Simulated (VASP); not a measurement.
Here is a VASP 6.6.1 calculation.

The input INCAR:

```
  PREC = Accurate
  ENCUT = 520
  EDIFF = 1E-7
  ISMEAR = 0
  SIGMA = 0.05
  LREAL = False
  LASPH = True
  NELM = 100
  ALGO = Normal
  ISIF = 2
  LWAVE = False
  LCHARG = False
  GGA = CA
  NBANDS = 29
```

KPOINTS

```
Automatic mesh
0
Gamma
  6 6 6
```

File POSCAR:

```
KZnF3
1.0
    4.0500000000      0.0000000000      0.0000000000
    0.0000000000      4.0500000000      0.0000000000
    0.0000000000      0.0000000000      4.0500000000
K Zn F
1 1 3
Direct
    0.0000000000      0.0000000000      0.0000000000
    0.5000000000      0.5000000000      0.5000000000
    0.4476217199      0.4476217199     -0.0740740741
    0.0000000000      0.5000000000      0.5000000000
    0.5000000000      0.0000000000      0.5000000000
```

Potentials or basis: VASP PAW LDA potentials, release 64 (K_sv, Zn, F).

The run is started by

```bash
$ cat potpaw_LDA.64/K_sv/POTCAR potpaw_LDA.64/Zn/POTCAR potpaw_LDA.64/F/POTCAR > POTCAR
$ mpirun -np 1 vasp_std > vasp.out
```

Problem. What does it give for the band gap on the k mesh?

Solution. 3.43 eV (least direct gap 4.95 eV).

Problem. Predict the pressure.

Solution. 0.8 GPa.

Forces in eV/Å, atoms in the order of the input:
```
K   -0.058 -0.058 -0.062
Zn   0.323  0.323 -2.857
F    0.136  0.136  4.088
F   -0.490  0.089 -0.585
F    0.089 -0.490 -0.585
```

Caveat: the cell differs from its parent crystal (atom 3 (F) moved by (-0.300, -0.300) A along [1 1 0] and z); forces of over 1 eV/Å act on the atoms, so gaps and moduli don't describe the material at rest. A k mesh can miss the band edges.
